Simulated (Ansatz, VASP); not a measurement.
# Two plane-wave programs on CoO

```
CELL_PARAMETERS angstrom
1.44525 0.83442 2.63512
-1.44525 0.83442 2.63512
0.00000 -1.66883 2.63512
ATOMIC_POSITIONS crystal
Co 0.00000 0.00000 0.00000
O 0.50000 0.50000 0.50000
```

Change from the starting cell: strain -0.040 along x and y, +0.080 along z, atoms carried along.

Alike in both runs: task single point; functional PBEsol; k mesh 18 × 18 × 18; occupations gaussian, width 0.15 eV; collinear spin.

|  | VASP | Ansatz |
| --- | --- | --- |
| version | VASP 6.6.1 | Ansatz 0.2.0 |
| potentials or method | VASP PAW PBE potentials, release 64 (Co, O), cutoff 520 eV | scalar-relativistic, plane waves, PAW |
| valence electrons in the cell | 15 | 23 |

|  | VASP | Ansatz | Ansatz less VASP |
| --- | --- | --- | --- |
| gap on the k mesh at the Fermi level (eV) | none | none | - |
| pressure (GPa) | -10.9 | -10.3 | +0.61 |
| traceless stress, the component that is largest in VASP (GPa) | -0.65 | -0.32 | +0.337 |
| net moment per atom (μB) | 1.43 | 1.45 | +0.014 |
| size of the moment on the site where the two differ most (μB) | 2.51 | 2.46 | -0.056 |

VASP's potentials were made for PBE, not for PBEsol. Site moments also hang on the region over which each program counts them. A gap of «none» marks a metal or a gap that the smearing closes. VASP's potentials hold 15 valence electrons a cell and Ansatz's 23, so a difference there can come from the potentials and not from the codes.
